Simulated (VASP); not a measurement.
# CsH in VASP: notebook, part 2 of 2

VASP 6.6.1.

### 4 Electric field gradients, r2SCAN (z stretched by +2 % at fixed volume)

POSCAR reads:

```
CsH
1.0
    3.7807878340      0.0000000000      0.0000000000
    0.0000000000      3.7807878340      0.0000000000
    0.0000000000      0.0000000000      3.8947767108
Cs H
1 1
Direct
    0.0000000000      0.0000000000      0.0000000000
    0.5000000000      0.5000000000      0.5000000000
```

INCAR.step1 reads:

```
PREC = Accurate ; ENCUT = 520
ISMEAR = -1 ; SIGMA = 0.01
LREAL = False ; LASPH = True
NELM = 100 ; NBANDS = 12
GGA = PE ; ALGO = Normal
EDIFF = 1E-4 ; LWAVE = True
LCHARG = False
```

INCAR.step2 reads:

```
PREC = Accurate ; ENCUT = 520
EDIFF = 1E-8 ; ISMEAR = -1
SIGMA = 0.01 ; LREAL = False
LASPH = True ; NELM = 100
ALGO = Normal ; ISIF = 2
LWAVE = False ; LCHARG = False
METAGGA = R2SCAN ; LMIXTAU = True
LEFG = True ; NBANDS = 12
ISTART = 1
```

KPOINTS reads:

```
regular mesh
0
Gamma
  8 8 8
```

Potentials or basis: VASP PAW PBE potentials, release 64 (Cs_sv, H).

Launch:

```bash
> cat potpaw_PBE.64/Cs_sv/POTCAR potpaw_PBE.64/H/POTCAR > POTCAR
> cp INCAR.step1 INCAR
> mpirun -np 1 vasp_std > vasp.out
> cp INCAR.step2 INCAR
> mpirun -np 1 vasp_std > vasp.out
```

OUTCAR:

```text
PREC = Accurate
   ENCUT = 520
   EDIFF = 1E-8
   ISMEAR = -1
   LREAL = False
   LASPH = True
   NELM = 100
   ISIF = 2
   METAGGA = R2SCAN
   ISTART = 1

 ion  position               nearest neighbor table
   1  0.000  0.000  0.000-
   2  0.500  0.500  0.500-

  LATTYP: Found a simple tetragonal cell.
 ALAT       =     3.7807878340
 C/A-ratio  =     1.0301495037

  Lattice vectors:

 A1 = (   3.7807878340,   0.0000000000,   0.0000000000)
 A2 = (   0.0000000000,   3.7807878340,   0.0000000000)
 A3 = (   0.0000000000,   0.0000000000,   3.8947767108)

Analysis of symmetry for initial positions (statically):
=====================================================================
 Subroutine PRICEL returns:
 Original cell was already a primitive cell.

 Routine SETGRP: Setting up the symmetry group for a
 simple tetragonal supercell.

 Subroutine GETGRP returns: Found 16 space group operations
 (whereof 16 operations were pure point group operations)
 out of a pool of 16 trial point group operations.

The static configuration has the point symmetry D_4h.

Analysis of symmetry for dynamics (positions and initial velocities):
=====================================================================
 Subroutine PRICEL returns:
 Original cell was already a primitive cell.

 Routine SETGRP: Setting up the symmetry group for a
 simple tetragonal supercell.

 Subroutine GETGRP returns: Found 16 space group operations
 (whereof 16 operations were pure point group operations)
 out of a pool of 16 trial point group operations.

The dynamic configuration has the point symmetry D_4h.

 Subroutine INISYM returns: Found 16 space group operations
 (whereof 16 operations are pure point group operations),
[... 161 lines left out ...]
     10      10.3723      0.00000
     11      10.6168      0.00000
     12      11.2928      0.00000
[... 331 lines left out ...]
 k-point    24 :       0.5000    0.1250    0.1250
  band No.  band energies     occupation
      1     -21.7923      2.00000
      2      -9.1929      2.00000
      3      -7.7870      2.00000
      4      -7.7158      2.00000
      5       0.0195      2.00000
      6       4.4395      0.00000
      7       5.7495      0.00000
      8       6.0421      0.00000
      9       7.6583      0.00000
     10       9.4101      0.00000
     11      10.8403      0.00000
     12      12.2487      0.00000

 [... further k-points ...]
[... 5 lines left out ...]
  --------------------------------------------------------------------------------------
  -------------------------------------------------------------------------------------
  Total        0.1581456      0.1581456     -0.2950040      0.0000000      0.0000000      0.0000000
  in kB        4.5511427      4.5511427     -8.4896799      0.0000000      0.0000000      0.0000000
  external PRESSURE =       0.2042019 kB  Pullay stress =       0.0000000 kB

 VOLUME and BASIS-vectors are now :
 -----------------------------------------------------------------------------
  energy-cutoff  :      520.00
  volume of cell :       55.67
      direct lattice vectors                 reciprocal lattice vectors
     3.780787834  0.000000000  0.000000000     0.264495138  0.000000000  0.000000000
     0.000000000  3.780787834  0.000000000     0.000000000  0.264495138  0.000000000
     0.000000000  0.000000000  3.894776711     0.000000000  0.000000000  0.256754128

 POSITION                                       TOTAL-FORCE (eV/Angst)
 -----------------------------------------------------------------------------------
      0.00000      0.00000      0.00000         0.000000      0.000000      0.000000
      1.89039      1.89039      1.94739         0.000000      0.000000      0.000000
 -----------------------------------------------------------------------------------
    total drift:                                0.000000      0.000000     -0.000000

  FREE ENERGIE OF THE ION-ELECTRON SYSTEM (eV)
  ---------------------------------------------------
  free  energy   TOTEN  =       -28.9522256093 eV

  energy  without entropy=      -28.9522256093  energy(sigma->0) =      -28.95222561

 Electric field gradients (V/A^2)
---------------------------------------------------------------------
 ion       V_xx      V_yy      V_zz      V_xy      V_xz      V_yz
---------------------------------------------------------------------
   1       6.723     6.723   -13.446     0.000     0.000    -0.000
   2      -0.025    -0.025     0.050    -0.000    -0.000    -0.000
---------------------------------------------------------------------

 Electric field gradients after diagonalization (V/A^2)
 (convention: |V_zz| > |V_xx| > |V_yy|)
----------------------------------------------------------------------
 ion       V_xx      V_yy      V_zz     asymmetry (V_yy - V_xx)/ V_zz
----------------------------------------------------------------------
   1       6.723     6.723   -13.446       0.000
   2      -0.025    -0.025     0.050       0.000
----------------------------------------------------------------------

           NMR quadrupolar parameters

 Cq : quadrupolar parameter    Cq=e*Q*V_zz/h
 eta: asymmetry parameters     (V_yy - V_xx)/ V_zz
 Q  : nuclear electric quadrupole moment in mb (millibarn)
----------------------------------------------------------------------
 ion       Cq(MHz)       eta       Q (mb)
----------------------------------------------------------------------
   1      -0.033       0.000       1.000
   2       0.000       0.000       1.000
----------------------------------------------------------------------
```

OSZICAR.step1:

```text
N       E                     dE             d eps       ncg     rms          rms(c)
DAV:   1     0.429757563656E+02    0.42976E+02   -0.42806E+03  1800   0.699E+02
DAV:   2    -0.188542538670E+01   -0.44861E+02   -0.42137E+02  2272   0.116E+02
DAV:   3    -0.517848079882E+01   -0.32931E+01   -0.32870E+01  2236   0.329E+01
DAV:   4    -0.520107203764E+01   -0.22591E-01   -0.22590E-01  2076   0.313E+00
DAV:   5    -0.520114508034E+01   -0.73043E-04   -0.73042E-04  2256   0.189E-01    0.351E+00
DAV:   6    -0.456582806244E+01    0.63532E+00   -0.61973E-01  2004   0.283E+00    0.144E+00
DAV:   7    -0.442955425428E+01    0.13627E+00   -0.59716E-01  2052   0.268E+00    0.587E-01
DAV:   8    -0.444773902375E+01   -0.18185E-01   -0.65884E-02  1920   0.970E-01    0.364E-01
DAV:   9    -0.444071955763E+01    0.70195E-02   -0.12802E-02  2064   0.408E-01    0.603E-02
DAV:  10    -0.444077060655E+01   -0.51049E-04   -0.13407E-03  2016   0.142E-01    0.215E-02
DAV:  11    -0.444077957977E+01   -0.89732E-05   -0.21328E-05  1132   0.256E-02
   1 F= -.44407796E+01 E0= -.44407796E+01  d E =-.106430E-15
```

Run time: 5.7 min. Hardware: 1 thread of AMD EPYC 7R43 (Zen 3), shared host; peak memory 0.16 GiB.

Results:

```yaml
Free_energy: -28.9522 eV
Pressure: 0.0 GPa
Band_gap_on_the_k_mesh: 3.00 eV
Largest_electric_field_gradient_by_atom: Cs -13.4; H +0.1 V/Å²
```

Levels at points of the mesh, in eV from the valence-band top:
| k point | band 1 | band 2 | band 3 | band 4 | band 5 | band 6 | band 7 | band 8 | band 9 | band 10 |
| --- | --- | --- | --- | --- | --- | --- | --- | --- | --- | --- |
| (0.00, 0.00, 0.00) | -22.49 | -8.27 | -8.14 | -8.14 | -1.90 | 3.78 | 3.82 | 7.97 | 9.89 | 9.89 |
| (0.50, 0.00, 0.00) | -22.31 | -9.75 | -8.09 | -7.97 | -0.24 | 3.24 | 4.64 | 6.31 | 6.69 | 10.31 |
| (0.50, 0.50, 0.00) | -22.14 | -9.42 | -9.42 | -7.94 | -1.18 | 5.09 | 6.57 | 7.34 | 7.34 | 7.44 |
| (0.00, 0.00, 0.50) | -22.36 | -9.61 | -8.01 | -8.01 | -0.28 | 3.14 | 4.50 | 6.79 | 6.79 | 10.50 |
| (0.50, 0.00, 0.50) | -22.19 | -9.48 | -9.27 | -7.86 | -1.25 | 4.95 | 6.97 | 7.37 | 7.43 | 7.55 |
| (0.50, 0.50, 0.50) | -22.02 | -9.23 | -9.23 | -9.03 | 0.00 | 3.00 | 3.22 | 3.22 | 12.05 | 12.38 |

Electric field gradients, principal values (V/Å²):
| atom | least | middle | greatest (by size) |
| --- | --- | --- | --- |
| 1 Cs | 6.723 | 6.723 | -13.446 |
| 2 H | -0.025 | -0.025 | 0.050 |

Caveat: without QUAD_EFG the Cq values of the log hold for a quadrupole moment of 1 mb, not for the nuclei; the PAW data sets were made with another functional, which shifts forces and pressure a little; spin-orbit coupling is left out, which moves the levels of the heavy elements.

### 5 Summary

```tsv
cell	gap on the mesh (eV)	pressure (GPa)
a = 3.818 Å, 2 atoms, atomic positions A	3.17	0.0
a = 3.744, b = 3.744, c = 3.971 Å, 2 atoms, atomic positions B	2.85	0.1
a = 3.781, b = 3.781, c = 3.895 Å, 2 atoms, atomic positions B	3.00	0.0
```

Alike in all rows: task electric field gradients; level r2SCAN; potentials or basis VASP PAW PBE potentials, release 64 (Cs_sv, H); no spin polarisation; k mesh 8 × 8 × 8; cutoff (eV) 520; smearing fermi-dirac 0.01 eV.

Caveats: the PAW data sets were made with another functional, which shifts forces and pressure a little; spin-orbit coupling is left out, which moves the levels of the heavy elements.

Total energies depend on the potentials used, so only differences within one code and one set of settings carry meaning.
